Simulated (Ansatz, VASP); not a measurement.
## Ag: VASP beside Ansatz

```
Ag
1.0
     2.68025    0.00000    0.00000
     0.00000    2.68025    0.00000
     0.00000    0.00000    2.68025
Ag
1
Direct
  0.00000 0.00000 0.00000
```

Alike in both runs: task relaxation of cell and atoms; functional PBE; k mesh 16 × 16 × 16; occupations fermi-dirac, width 0.08 eV; no spin polarisation.

|  | VASP | Ansatz |
| --- | --- | --- |
| version | VASP 6.6.1 | Ansatz 0.2.0 |
| potentials or method | VASP PAW PBE potentials, release 64 (Ag) | PAW with Ansatz's default frozen-core files, scalar-relativistic |
| plane-wave cutoff (eV) | 600 | 420 |
| valence electrons in the cell | 11 | 19 |

Ansatz gave:

```
relaxed volume (Å³/atom)                                     : 20.82
relaxed cell length with the largest relative difference (Å) : 2.751
```

Q: Estimate VASP's values.

A: Relaxed volume (Å³/atom): 20.76; relaxed cell length with the largest relative difference (Å): 2.749.

VASP's potentials hold 11 valence electrons a cell and Ansatz's 19, so a difference there can come from the potentials and not from the codes.
